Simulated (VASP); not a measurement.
Here is a VASP 6.6.1 calculation.

The input POSCAR:

```
TaN
1.0
    2.6004283734     -4.5040740642      0.0000000000
   -5.2008567468      0.0000000000      0.0000000000
    0.0000000000      0.0000000000     -5.8177085434
Ta N
6 6
Direct
    0.3333333333      0.6666666667      0.2500000000
    0.3333333333      0.6666666667      0.7500000000
    0.6666666667      0.3333333333      0.2500000000
    0.6666666667      0.3333333333      0.7500000000
    1.0000000000      1.0000000000      0.5000000000
    1.0000000000      1.0000000000      0.0000000000
    1.0000000000      0.6076496558      0.5000000000
    1.0000000000      0.6076496558      0.0000000000
    0.3923503442      0.3923503442      0.5000000000
    0.3923503442      0.3923503442      0.0000000000
    0.6076496558      1.0000000000      0.5000000000
    0.6076496558      1.0000000000      0.0000000000
```

Contents of INCAR.step1:

```
SYSTEM = TaN
PREC = Accurate
ENCUT = 770
ISMEAR = 0
SIGMA = 0.1
LREAL = .FALSE.
LASPH = .TRUE.
NELM = 120
NBANDS = 66
GGA = PE
ALGO = Normal
EDIFF = 1E-5
LWAVE = .TRUE.
LCHARG = .FALSE.
GGA_COMPAT = .FALSE.
```

Contents of INCAR.step2:

```
SYSTEM = TaN
PREC = Accurate
ENCUT = 770
EDIFF = 1E-6
ISMEAR = 0
SIGMA = 0.1
LREAL = .FALSE.
LASPH = .TRUE.
NELM = 120
ALGO = Normal
ISIF = 2
LWAVE = .FALSE.
LCHARG = .FALSE.
METAGGA = R2SCAN
LMIXTAU = .TRUE.
NBANDS = 66
ISTART = 1
GGA_COMPAT = .FALSE.
```

KPOINTS

```
regular mesh
0
G
  6 6 6
  0 0 0
```

Potentials or basis: VASP PAW PBE potentials, release 64 (Ta_sv_GW, N).

Launch:

```bash
$ cat potpaw_PBE.64/Ta_sv_GW/POTCAR potpaw_PBE.64/N/POTCAR > POTCAR
$ cp INCAR.step1 INCAR
$ mpirun -np 1 vasp_std > vasp.out
$ cp INCAR.step2 INCAR
$ mpirun -np 1 vasp_std > vasp.out
```

(1) Predict the pressure.

(2) What does it give for the band gap on the k mesh?

## Answers

(1) 0.2 GPa.

(2) zero (bands 54 and 55 overlap by 0.21 eV).

Caveat: the PAW data sets were made with another functional, which shifts forces and pressure a little; spin-orbit coupling is left out, which moves the levels of the heavy elements.
